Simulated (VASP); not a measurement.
A run of VASP 6.6.1 is set up as follows.

Contents of POSCAR:

```
Al
1.0
    0.0000000000      1.9904796400      1.9904796400
    1.9904796400      0.0000000000      1.9904796400
    1.9904796400      1.9904796400      0.0000000000
Al
1
Direct
    0.0000000000      0.0000000000      0.0000000000
```

Contents of INCAR.step1:

```
PREC     = Accurate       # precision mode
ENCUT    = 520            # plane-wave cutoff, eV
ISMEAR   = -1             # smearing method
SIGMA    = 0.05           # smearing width, eV
LREAL    = False          # projectors in reciprocal space
LASPH    = True           # aspherical terms in the spheres
NELM     = 60             # most SCF steps
NBANDS   = 8              # bands
GGA      = PE             # functional
ALGO     = Normal         # electronic algorithm
EDIFF    = 1E-4           # SCF threshold, eV
LWAVE    = True           # write WAVECAR
LCHARG   = False          # write CHGCAR
```

The input INCAR.step2:

```
PREC     = Accurate       # precision mode
ENCUT    = 520            # plane-wave cutoff, eV
EDIFF    = 1E-7           # SCF threshold, eV
ISMEAR   = -1             # smearing method
SIGMA    = 0.05           # smearing width, eV
LREAL    = False          # projectors in reciprocal space
LASPH    = True           # aspherical terms in the spheres
NELM     = 60             # most SCF steps
ALGO     = Normal         # electronic algorithm
ISIF     = 2              # what is computed and relaxed
LWAVE    = False          # write WAVECAR
LCHARG   = True           # write CHGCAR
METAGGA  = R2SCAN         # meta-GGA
LMIXTAU  = True         
LELF     = True           # ELF
LVHAR    = True         
NBANDS   = 8              # bands
ISTART   = 1
```

File KPOINTS:

```
regular mesh
0
Gamma
  12 12 12
```

Potentials or basis: VASP PAW PBE potentials, release 64 (Al).

Launch:

```console
$ cat potpaw_PBE.64/Al/POTCAR > POTCAR
$ cp INCAR.step1 INCAR
$ mpirun -np 1 vasp_std > vasp.out
$ cp INCAR.step2 INCAR
$ mpirun -np 1 vasp_std > vasp.out
```

(1) Predict the pressure.

Answers

(1) 0.7 GPa.

Caveat: the PAW data sets were made with another functional, which shifts forces and pressure a little.
